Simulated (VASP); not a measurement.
# ZnS (P1) in VASP: a series of runs, part 2 of 2

VASP 6.6.1. The steps go on from the part before.

### Step 3. Single point, r2SCAN (atoms moved at random)

Input file POSCAR:

```
ZnS
1.0
    3.8227020304      0.0000000000      0.0000000000
   -1.9113510152      3.3105570694      0.0000000000
    0.0000000000      0.0000000000     12.5200000000
Zn S
4 4
Direct
   -0.0568670096     -0.0013787691     -0.0052088689
    0.1548469440      0.2073700981      0.5180488724
    0.2783925165      0.5515524510      0.2571222371
    0.7550353035      0.3390484906      0.7370637728
    0.0243721690     -0.0578083756      0.1782874427
   -0.1296134947      0.0126192192      0.6917639115
    0.3368692337      0.6112986332      0.4100041869
    0.6369643376      0.3372982526      0.9629184455
```

Input file INCAR.step1:

```
ALGO = Normal ; EDIFF = 1E-4
ENCUT = 520 ; GGA = PE
ISMEAR = 0 ; LASPH = T
LCHARG = F ; LREAL = F
LWAVE = T ; NBANDS = 46
NELM = 60 ; PREC = Accurate
SIGMA = 0.05
```

Input file INCAR.step2:

```
ALGO = Normal ; EDIFF = 1E-7
ENCUT = 520 ; ISIF = 2
ISMEAR = 0 ; ISTART = 1
LASPH = T ; LCHARG = F
LMIXTAU = T ; LREAL = F
LWAVE = F ; METAGGA = R2SCAN
NBANDS = 46 ; NELM = 60
PREC = Accurate ; SIGMA = 0.05
```

Input file KPOINTS:

```
k-points
0
Gamma
  6 6 2
```

Potentials or basis: VASP PAW PBE potentials, release 64 (Zn, S).

Started as:

```console
cat potpaw_PBE.64/Zn/POTCAR potpaw_PBE.64/S/POTCAR > POTCAR
cp INCAR.step1 INCAR
mpirun -np 1 vasp_std > vasp.out
cp INCAR.step2 INCAR
mpirun -np 1 vasp_std > vasp.out
```

OUTCAR:

```text
EDIFF = 1E-7
   ENCUT = 520
   ISIF = 2
   ISMEAR = 0
   ISTART = 1
   LASPH = T
   LREAL = F
   METAGGA = R2SCAN
   NELM = 60
   PREC = Accurate

 ion  position               nearest neighbor table
   1  0.943  0.999  0.995-   8 2.17   8 2.23   8 2.33   5 2.34
   2  0.155  0.207  0.518-   7 1.90   6 2.38
   3  0.278  0.552  0.257-   7 1.93   5 2.25   5 2.37   5 2.66
   4  0.755  0.339  0.737-   6 1.62   6 2.45   8 2.86
   5  0.024  0.942  0.178-   3 2.25   1 2.34   3 2.37   3 2.66
   6  0.870  0.013  0.692-   4 1.62   2 2.38   4 2.45
   7  0.337  0.611  0.410-   2 1.90   3 1.93
   8  0.637  0.337  0.963-   1 2.17   1 2.23   1 2.33   4 2.86

  LATTYP: Found a hexagonal cell.
 ALAT       =     3.8227020304
 C/A-ratio  =     3.2751702593

  Lattice vectors:

 A1 = (   3.8227020304,   0.0000000000,   0.0000000000)
 A2 = (  -1.9113510152,   3.3105570694,   0.0000000000)
 A3 = (   0.0000000000,   0.0000000000,  12.5200000000)

Analysis of symmetry for initial positions (statically):
[... 191 lines left out ...]

 k-point     1 :       0.0000    0.0000    0.0000
  band No.  band energies     occupation
      1     -14.3854      2.00000
      2     -11.8116      2.00000
      3     -11.3826      2.00000
      4      -9.9130      2.00000
      5      -8.1762      2.00000
      6      -7.9955      2.00000
[... 1165 lines left out ...]
     45       9.0952      0.00000
     46       9.5533      0.00000

 [... further k-points ...]

------------------------ aborting loop because EDIFF is reached ----------------------------------------

  FORCE on cell =-STRESS in cart. coord.  units (eV):
  Direction    XX          YY          ZZ          XY          YZ          ZX
  --------------------------------------------------------------------------------------
  -------------------------------------------------------------------------------------
  Total       17.7186305     24.1596689     17.4116943    -17.4432480      6.5764806     -7.1712427
  in kB      179.1698284    244.3012590    176.0661071   -176.3851756     66.5010144    -72.5152164
  external PRESSURE =     199.8457315 kB  Pullay stress =       0.0000000 kB

 VOLUME and BASIS-vectors are now :
 -----------------------------------------------------------------------------
  energy-cutoff  :      520.00
  volume of cell :      158.44
      direct lattice vectors                 reciprocal lattice vectors
     3.822702030  0.000000000  0.000000000     0.261595069  0.151031983  0.000000000
    -1.911351015  3.310557069  0.000000000     0.000000000  0.302063967  0.000000000
     0.000000000  0.000000000 12.520000000     0.000000000  0.000000000  0.079872204

 POSITION                                       TOTAL-FORCE (eV/Angst)
 -----------------------------------------------------------------------------------
      1.69660      3.30599     12.45478         0.920220      0.009208      1.003633
      0.19558      0.68651      6.48597        -0.123635     -4.642924      3.019949
      0.01000      1.82595      3.21917         0.009292     -0.132850     -6.043991
      2.23823      1.12244      9.22804       -16.663491     16.635475     10.150684
     -1.70769      3.11918      2.23216        -0.493892     -0.504551      0.638316
      3.30311      0.04178      8.66088        16.890601    -16.538073     -9.302048
      0.11934      2.02374      5.13325         0.066636      5.231862      3.268402
      1.79023      1.11665     12.05574        -0.605731     -0.058147     -2.734945
 -----------------------------------------------------------------------------------
    total drift:                               -0.009886     -0.018846     -0.000017

  FREE ENERGIE OF THE ION-ELECTRON SYSTEM (eV)
  ---------------------------------------------------
  free  energy   TOTEN  =       -66.3499838130 eV

  energy  without entropy=      -66.3499838123  energy(sigma->0) =      -66.34998381
```

OUTCAR.step1:

```text
EDIFF = 1E-4
   ENCUT = 520
   GGA = PE
   ISMEAR = 0
[... 1421 lines left out ...]
     -1.70769      3.11918      2.23216        -0.477833     -0.544036      0.570359
      3.30311      0.04178      8.66088        16.742058    -16.431269     -9.165705
      0.11934      2.02374      5.13325         0.074166      5.262382      3.121942
      1.79023      1.11665     12.05574        -0.631462     -0.064946     -2.577616
 -----------------------------------------------------------------------------------
    total drift:                               -0.002727      0.007546     -0.002398

  FREE ENERGIE OF THE ION-ELECTRON SYSTEM (eV)
  ---------------------------------------------------
  free  energy   TOTEN  =       -18.4043943195 eV

  energy  without entropy=      -18.4043641553  energy(sigma->0) =      -18.40437924
```

It took 30 min on 1 thread of Oxide Virtual Turin-like, shared host; peak memory 0.39 GiB.

Results:

| Quantity | Value |
| --- | --- |
| Free energy | -66.3500 eV |
| Pressure | 20.0 GPa |
| Largest force | 25.641 eV/Å |
| Band gap on the k mesh | 0.38 eV (least direct gap 0.48 eV) |

Forces in eV/Å, atoms in the order of the input:
```
Zn    0.920   0.009   1.004
Zn   -0.124  -4.643   3.020
Zn    0.009  -0.133  -6.044
Zn  -16.663  16.635  10.151
S    -0.494  -0.505   0.638
S    16.891 -16.538  -9.302
S     0.067   5.232   3.268
S    -0.606  -0.058  -2.735
```

Stress tensor (GPa, compression positive):
```
 17.92 -17.64  -7.25
-17.64  24.43   6.65
 -7.25   6.65  17.61
```

Levels at points of the mesh, in eV from the valence-band top:
```tsv
k point	band 32	band 33	band 34	band 35	band 36	band 37	band 38	band 39	band 40	band 41
(0.00, 0.00, 0.00)	-1.20	-1.09	-0.69	-0.30	0.00	0.48	1.85	3.08	4.00	4.27
(0.50, 0.00, 0.00)	-2.93	-2.36	-1.93	-1.30	-0.85	0.38	1.37	2.82	3.40	3.90
(0.00, 0.50, 0.00)	-2.90	-2.26	-2.13	-1.66	-0.75	0.94	1.77	2.55	3.67	4.61
(0.50, 0.50, 0.00)	-2.96	-2.84	-1.94	-1.42	-0.76	1.17	2.12	2.89	3.88	4.09
(0.00, 0.00, 0.50)	-1.32	-1.20	-1.03	-0.33	-0.01	0.76	2.17	2.85	3.87	4.29
(0.50, 0.00, 0.50)	-2.89	-2.49	-2.10	-1.43	-0.88	0.39	1.66	3.14	3.28	3.78
(0.00, 0.50, 0.50)	-2.90	-2.57	-2.16	-1.75	-0.76	1.00	2.12	2.66	3.48	4.21
(0.50, 0.50, 0.50)	-2.86	-2.75	-2.04	-1.54	-0.78	1.40	2.21	3.15	3.50	3.73
```

Caveat: the cell differs from its parent crystal (atoms moved at random); the stress differs along the axes, from 18 to 24 GPa; semilocal functionals underestimate gaps, and a narrow one can read as zero; the PAW data sets were made with another functional, which shifts forces and pressure a little. A k mesh can miss the band edges.
